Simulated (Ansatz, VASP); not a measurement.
# One calculation of Al3C2, two programs

```xyz
5
Lattice="1.5653 0.9037 6.7737 -1.5653 0.9037 6.7737 0.0000 -1.8075 6.7737" Properties=species:S:1:pos:R:3 pbc="T T T"
Al    0.0000    0.0000    0.0000
Al    0.0000    0.0000    4.6391
Al    0.0000    0.0000   15.6819
C     0.0000    0.0000    8.0266
C     0.0000    0.0000   12.2944
```

Change from the starting cell: species swapped into the Bi2Se3 type (R-3m, No. 166).

Alike in both runs: task relaxation of cell and atoms; functional PBE; k mesh 12 × 12 × 12; occupations gaussian, width 0.1 eV; no spin polarisation.

|  | VASP | Ansatz |
| --- | --- | --- |
| version | VASP 6.6.1 | Ansatz 0.2.0 |
| potentials or method | VASP PAW PBE potentials, release 64 (Al, C), cutoff 600 eV | scalar-relativistic, plane waves, PAW |
| valence electrons in the cell | 17 | 17 |

```csv
,VASP,Ansatz,Ansatz less VASP
"gap on the k mesh at the Fermi level, each at its own relaxed structure (eV)",none,none,-
relaxed volume (Å³/atom),11.48,11.49,+0.011
relaxed length of the cell vector where the two differ most in proportion (Å),6.975,6.979,+0.0032
```

A gap of «none» marks a metal or a gap that the smearing closes.
